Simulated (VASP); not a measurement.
Here is a VASP 6.6.1 calculation.

File INCAR:

```
SYSTEM = W4C4N
  PREC = Accurate
  ENCUT = 520
  EDIFF = 1E-6
  ISMEAR = -1
  SIGMA = 0.1
  LREAL = Auto
  LASPH = .True.
  NELM = 80
  ALGO = Normal
  ISIF = 2
  LWAVE = .False.
  LCHARG = .False.
  GGA = PE
  IVDW = 12
  NBANDS = 92
```

The input KPOINTS:

```
regular mesh
0
Gamma
  3 3 1
  0 0 0
```

Contents of POSCAR:

```
W4C4N
1.0
    5.7980000000      0.0000000000      0.0000000000
   -2.8990000000      5.0212150000      0.0000000000
    0.0000000000      0.0000000000     15.2456000000
W C N
8 8 2
Direct
    0.0000000000      0.0000000000      0.0655926956
   -0.0002679510     -0.0002164815      0.2528175998
   -0.0000000498      0.4999999004      0.0655926956
   -0.0002714661      0.4997226767      0.2527575169
    0.5000000000      0.0000000000      0.0655926956
    0.4997158817     -0.0002557150      0.2529209083
    0.4999999502      0.4999999004      0.0655926956
    0.4996325658      0.4996507817      0.2528063179
    0.3332200568      0.1665284199      0.1519482342
    0.3328840406      0.1664248593      0.3256363147
    0.3332263458      0.6665920499      0.1519397728
    0.3329346196      0.6660875904      0.3255549142
    0.8332312548      0.1665835858      0.1519906071
    0.8331820326      0.1665272250      0.3256288372
    0.8332532035      0.6665874694      0.1519210789
    0.8327266824      0.6662108673      0.3254337645
    1.1624157449      0.8870588095      0.5320149420
    1.0300064218      0.6702298149      0.5252213753
```

Potentials or basis: VASP PAW PBE potentials, release 64 (W_sv, C, N).

Command:

```bash
$ cat potpaw_PBE.64/W_sv/POTCAR potpaw_PBE.64/C/POTCAR potpaw_PBE.64/N/POTCAR > POTCAR
$ mpirun -np 1 vasp_std > vasp.out
```

Problem. Predict the band gap on the k mesh.

Solution. Zero (bands 77 and 78 overlap by 0.72 eV).

Problem. What does it give for the dispersion energy per atom?

Solution. -0.272 eV.

Problem. What does it give for the largest force?

Solution. 1.735 eV/Å.

Forces in eV/Å, atoms in the order of the input:
```
W   -0.004 -0.004 -0.136
W    0.003  0.000 -0.004
W   -0.004 -0.006 -0.143
W    0.002  0.003  0.000
W   -0.002 -0.003 -0.123
W    0.000  0.001 -0.012
W   -0.004 -0.006 -0.137
W    0.000  0.000 -0.007
C    0.001  0.001  0.012
C    0.002 -0.002  0.143
C    0.002  0.002  0.011
C   -0.003  0.006  0.141
C   -0.001 -0.003  0.006
C   -0.003 -0.004  0.134
C    0.000  0.001  0.009
C    0.005  0.002  0.139
N    0.223  1.715  0.146
N   -0.217 -1.703 -0.178
```

Caveat: the k points lie up to 0.42 Å⁻¹ apart, too coarse for converged energies and pressures of a metal; the standard files for N, O and F lose accuracy on very short bonds; spin-orbit coupling is left out, which moves the levels of the heavy elements.
